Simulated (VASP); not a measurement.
Here is a VASP 6.6.1 calculation.

Contents of INCAR:

```
SYSTEM = TiO2
PREC = Accurate
ENCUT = 520
EDIFF = 1E-7
ISMEAR = 0
SIGMA = 0.01
LREAL = .FALSE.
LASPH = .TRUE.
NELM = 60
ALGO = Normal
ISIF = 2
LWAVE = .FALSE.
LCHARG = .FALSE.
GGA = PS
NBANDS = 33
```

KPOINTS

```
Automatic mesh
0
G
  8 8 8
  0 0 0
```

POSCAR

```
TiO2
1.0
   -1.8131691023      1.8131691023      4.5588443372
    1.8131691023     -1.8131691023      4.5588443372
    1.8131691023      1.8131691023     -4.5588443372
Ti O
2 4
Direct
    0.0000000000      0.0000000000      0.0000000000
    0.7500000000      0.2500000000      0.5000000000
    0.2081000000      0.2081000000      0.0000000000
    0.9581000000      0.4581000000      0.5000000000
    0.5419000000      0.0419000000      0.5000000000
    0.7919000000      0.7919000000      0.0000000000
```

Potentials or basis: VASP PAW PBE potentials, release 64 (Ti_sv, O).

Launch:

```bash
$ cat potpaw_PBE.64/Ti_sv/POTCAR potpaw_PBE.64/O/POTCAR > POTCAR
$ mpirun -np 1 vasp_std > vasp.out
```

Task: Predict the largest force.

Result: 0.918 eV/Å.

Task: Estimate the pressure.

Result: 36.3 GPa.

Forces on the atoms (eV/Å):
```
Ti   0.000  0.000  0.000
Ti   0.000  0.000  0.000
O    0.000  0.000  0.918
O    0.000  0.000  0.918
O    0.000  0.000 -0.918
O    0.000  0.000 -0.918
```

Caveat: the cell stands under pressure; the PAW data sets were made with another functional, which shifts forces and pressure a little.
